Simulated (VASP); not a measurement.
# TaN (P-6m2) in VASP: further runs, part 2 of 2

VASP 6.6.1. Earlier steps stand in the parts before.

## 3. Electric field gradients, LDA (zz strain of -2 %)

INCAR reads:

```
SYSTEM = TaN
  ALGO = Normal
  EDIFF = 1E-8
  ENCUT = 520
  GGA = CA
  ISIF = 2
  ISMEAR = -1
  LASPH = .True.
  LCHARG = .False.
  LEFG = .True.
  LREAL = .False.
  LWAVE = .False.
  NBANDS = 15
  NELM = 60
  PREC = Accurate
  SIGMA = 0.02
```

KPOINTS reads:

```
k-points
0
Gamma
  12 12 10
  0 0 0
```

POSCAR reads:

```
TaN
1.0
    2.9379988584      0.0000000000      0.0000000000
   -1.4689994292      2.5443816477      0.0000000000
    0.0000000000      0.0000000000      2.8253400000
Ta N
1 1
Direct
    0.3333333333      0.6666666667      0.5000000000
    0.0000000000      0.0000000000      0.0000000000
```

Potentials or basis: VASP PAW LDA potentials, release 64 (Ta_pv, N).

Run with:

```console
$ cat potpaw_LDA.64/Ta_pv/POTCAR potpaw_LDA.64/N/POTCAR > POTCAR
$ mpirun -np 1 vasp_std > vasp.out
```

OUTCAR:

```text
SYSTEM = TaN
   EDIFF = 1E-8
   ENCUT = 520
   GGA = CA
   ISIF = 2
   ISMEAR = -1
   LASPH = .True.
   LREAL = .False.
   NELM = 60
   PREC = Accurate

 ion  position               nearest neighbor table
   1  0.333  0.667  0.500-   2 2.21   2 2.21   2 2.21   2 2.21   2 2.21   2 2.21
   2  0.000  0.000  0.000-   1 2.21   1 2.21   1 2.21   1 2.21   1 2.21   1 2.21

  LATTYP: Found a hexagonal cell.
 ALAT       =     2.9379988584
 C/A-ratio  =     0.9616545602

  Lattice vectors:

 A1 = (   2.9379988584,   0.0000000000,   0.0000000000)
 A2 = (  -1.4689994292,   2.5443816477,   0.0000000000)
 A3 = (   0.0000000000,   0.0000000000,   2.8253400000)

Analysis of symmetry for initial positions (statically):
=====================================================================
 Subroutine PRICEL returns:
 Original cell was already a primitive cell.

 Routine SETGRP: Setting up the symmetry group for a
 hexagonal supercell.

 Subroutine GETGRP returns: Found 12 space group operations
 (whereof 12 operations were pure point group operations)
 out of a pool of 24 trial point group operations.

The static configuration has the point symmetry D_3h.

Analysis of symmetry for dynamics (positions and initial velocities):
=====================================================================
 Subroutine PRICEL returns:
 Original cell was already a primitive cell.

 Routine SETGRP: Setting up the symmetry group for a
 hexagonal supercell.

 Subroutine GETGRP returns: Found 12 space group operations
 (whereof 12 operations were pure point group operations)
 out of a pool of 24 trial point group operations.

The dynamic configuration has the point symmetry D_3h.

 Subroutine INISYM returns: Found 12 space group operations
 (whereof 12 operations are pure point group operations),
 and found     1 'primitive' translations

----------------------------------------------------------------------------------------

                                     Primitive cell

  volume of cell :      21.1205

  direct lattice vectors                    reciprocal lattice vectors
     2.937998858  0.000000000  0.000000000     0.340367729  0.196511400  0.000000000
    -1.468999429  2.544381648  0.000000000     0.000000000  0.393022800  0.000000000
     0.000000000  0.000000000  2.825340000     0.000000000  0.000000000  0.353939703

  length of vectors
     2.937998858  2.937998858  2.825340000     0.393022800  0.393022800  0.353939703

  position of ions in fractional coordinates (direct lattice)
     0.333333333  0.666666667  0.500000000
     0.000000000  0.000000000  0.000000000

  ion indices of the primitive-cell ions
   primitive index   ion index
                 1           1
                 2           2

----------------------------------------------------------------------------------------

 KPOINTS: k-points
[... 78 lines left out ...]
   PSTRESS=    0.0 pullay stress
   NELECT =      16.0000    total number of electrons
   NUPDOWN=      -1.0000    fix difference up-down
   EMIN   =  10.00;   EMAX   =-10.00  energy-range for DOS
   EFERMI =   0.00;   METHOD = LEGACY
   ISMEAR =    -1;   SIGMA  =   0.02  broadening in eV -4-tet -1-fermi 0-gaus
   EFERMI_NEDOS =   21; number of points for ismear=-14 and -15
   IALGO  =     38    algorithm
   IMIX   =      4    mixing-type and parameters
     AMIX     =   0.40;   BMIX     =  1.00
     AMIX_MAG =   1.60;   BMIX_MAG =  1.00
  volume/ion in A,a.u.               =      10.56        71.26
  Fermi-wavevector in a.u.,A,eV,Ry     =   1.492382  2.820193 30.302945  2.227204
  Thomas-Fermi vector in A             =   2.604917
   LORBIT       =      0    0 simple, 1 ext, 2 COOP (PROOUT), +10 PAW based schemes
   GGA     = CA    functional components
   LHFCALC =     F    Hartree Fock is set to
   AEXX    =    0.0000 exact exchange contribution
   IVDW    =     0    specifies the selected vdW correction
   LEPSILON=     F    determine dielectric tensor
   LRPA    =     F    only Hartree local field effects (RPA)
 non-spin polarized calculation
  energy-cutoff  :      520.00
  volume of cell :       21.12
 maximum number of plane-waves:       599
 NGX is ok and might be reduce to    24
   NGX = 11   NGY = 11   NGZ = 11

 number of electron      16.0000002 magnetization

 Free energy of the ion-electron system (eV)
  ---------------------------------------------------
  ext. energy  EPLUGINS =         0.00000000
  ---------------------------------------------------
  free energy    TOTEN  =       -24.70646242 eV

  energy without entropy =      -24.70637921  energy(sigma->0) =      -24.70642081

 E-fermi :   8.4086     XC(G=0): -13.6875

 val. band max:        8.2891261248   @ k =   0.0000   0.0000   0.4000
 cond. band min:       8.4222144813   @ k =   0.3333   0.3333   0.0000
 fundamental gap:      0.1330883565
 Fermi energy:         8.4085532490

 k-point     1 :       0.0000    0.0000    0.0000
  band No.  band energies     occupation
      1     -26.1854      2.00000
      2     -25.9928      2.00000
      3     -25.9928      2.00000
      4      -9.3829      2.00000
      5       3.5345      2.00000
      6       3.5345      2.00000
      7       4.0779      2.00000
      8       5.5608      2.00000
      9      10.6878      0.00000
     10      12.1200      0.00000
     11      12.1200      0.00000
     12      12.4261      0.00000
     13      12.4261      0.00000
     14      20.8001      0.00000
[... 401 lines left out ...]
      2     -26.1790      2.00000
      3     -26.1646      2.00000
      4      -7.5672      2.00000
      5       0.6612      2.00000
      6       3.3538      2.00000
      7       4.5278      2.00000
      8       5.5946      2.00000
      9      11.0736      0.00000
     10      11.3345      0.00000
     11      13.0859      0.00000
     12      13.4793      0.00000
     13      15.6788      0.00000
     14      20.8080      0.00000
     15      21.6486      0.00000

 [... further k-points ...]
[... 5 lines left out ...]
  --------------------------------------------------------------------------------------
  -------------------------------------------------------------------------------------
  Total       -0.8267679     -0.8267679      0.8826234      0.0000000     -0.0000000      0.0000000
  in kB      -62.7176222    -62.7176222     66.9547571      0.0000000     -0.0000000      0.0000000
  external PRESSURE =     -19.4934958 kB  Pullay stress =       0.0000000 kB

 VOLUME and BASIS-vectors are now :
 -----------------------------------------------------------------------------
  energy-cutoff  :      520.00
  volume of cell :       21.12
      direct lattice vectors                 reciprocal lattice vectors
     2.937998858  0.000000000  0.000000000     0.340367729  0.196511400  0.000000000
    -1.468999429  2.544381648  0.000000000     0.000000000  0.393022800  0.000000000
     0.000000000  0.000000000  2.825340000     0.000000000  0.000000000  0.353939703

 POSITION                                       TOTAL-FORCE (eV/Angst)
 -----------------------------------------------------------------------------------
     -0.00000      1.69625      1.41267         0.000000     -0.000000      0.000000
      0.00000      0.00000      0.00000        -0.000000      0.000000      0.000000
 -----------------------------------------------------------------------------------
    total drift:                                0.000000     -0.000000     -0.000000

  FREE ENERGIE OF THE ION-ELECTRON SYSTEM (eV)
  ---------------------------------------------------
  free  energy   TOTEN  =       -24.7064624153 eV

  energy  without entropy=      -24.7063792095  energy(sigma->0) =      -24.70642081

 Electric field gradients (V/A^2)
---------------------------------------------------------------------
 ion       V_xx      V_yy      V_zz      V_xy      V_xz      V_yz
---------------------------------------------------------------------
   1      -0.538    -0.537     1.075     0.000     0.000    -0.000
   2       1.879     1.878    -3.756    -0.001    -0.000    -0.000
---------------------------------------------------------------------

 Electric field gradients after diagonalization (V/A^2)
 (convention: |V_zz| > |V_xx| > |V_yy|)
----------------------------------------------------------------------
 ion       V_xx      V_yy      V_zz     asymmetry (V_yy - V_xx)/ V_zz
----------------------------------------------------------------------
   1      -0.538    -0.537     1.075       0.001
   2       1.879     1.878    -3.756       0.000
----------------------------------------------------------------------

           NMR quadrupolar parameters

 Cq : quadrupolar parameter    Cq=e*Q*V_zz/h
 eta: asymmetry parameters     (V_yy - V_xx)/ V_zz
 Q  : nuclear electric quadrupole moment in mb (millibarn)
----------------------------------------------------------------------
 ion       Cq(MHz)       eta       Q (mb)
----------------------------------------------------------------------
   1       0.003       0.001       1.000
   2      -0.009       0.000       1.000
----------------------------------------------------------------------
```

OSZICAR:

```text
N       E                     dE             d eps       ncg     rms          rms(c)
DAV:   1     0.883641114795E+02    0.88364E+02   -0.88315E+03  3420   0.113E+03
DAV:   2    -0.245496123521E+02   -0.11291E+03   -0.10632E+03  4134   0.300E+02
DAV:   3    -0.272383839154E+02   -0.26888E+01   -0.26765E+01  4043   0.422E+01
DAV:   4    -0.272477757653E+02   -0.93918E-02   -0.93885E-02  4379   0.280E+00
DAV:   5    -0.272478292138E+02   -0.53448E-04   -0.53445E-04  4064   0.196E-01    0.245E+01
DAV:   6    -0.248381411341E+02    0.24097E+01   -0.42774E+00  4071   0.234E+01    0.104E+01
DAV:   7    -0.247465912369E+02    0.91550E-01   -0.50655E-01  3623   0.540E+00    0.710E+00
DAV:   8    -0.247126626279E+02    0.33929E-01   -0.14024E-01  3924   0.314E+00    0.139E+00
DAV:   9    -0.247066692694E+02    0.59934E-02   -0.12350E-02  3672   0.886E-01    0.175E-01
DAV:  10    -0.247065430829E+02    0.12619E-03   -0.66935E-04  4015   0.303E-01    0.136E-01
DAV:  11    -0.247064616059E+02    0.81477E-04   -0.12650E-04  3728   0.100E-01    0.133E-02
DAV:  12    -0.247064624825E+02   -0.87660E-06   -0.82786E-06  3721   0.235E-02    0.362E-03
DAV:  13    -0.247064624286E+02    0.53931E-07   -0.94023E-08  4211   0.278E-03    0.203E-03
DAV:  14    -0.247064624151E+02    0.13482E-07   -0.17786E-08  3641   0.156E-03    0.392E-04
DAV:  15    -0.247064624153E+02   -0.21555E-09   -0.80683E-10  1717   0.283E-04
   1 F= -.24706462E+02 E0= -.24706421E+02  d E =-.832058E-04
```

Wall time 30 s (1 thread of Intel Xeon 6975P-C, shared host); peak memory 0.15 GiB.

Results:

* Free energy: -24.7065 eV
* Pressure: -1.9 GPa
* Band gap on the k mesh: zero (band 8 reaches 8.68 eV, above the bottom of band 9 at 8.23 eV)

Stress tensor (GPa, compression positive):
```
-6.27  0.00  0.00
 0.00 -6.27  0.00
 0.00  0.00  6.70
```

Electric field gradients, principal values (V/Å²):
```tsv
atom	least	middle	greatest (by size)
1 Ta	-0.537	-0.538	1.075
2 N	1.878	1.879	-3.756
```

Caveat: the cell differs from its parent crystal (zz strain of -2 %); without QUAD_EFG the Cq values of the log hold for a quadrupole moment of 1 mb, not for the nuclei; spin-orbit coupling is left out, which moves the levels of the heavy elements.
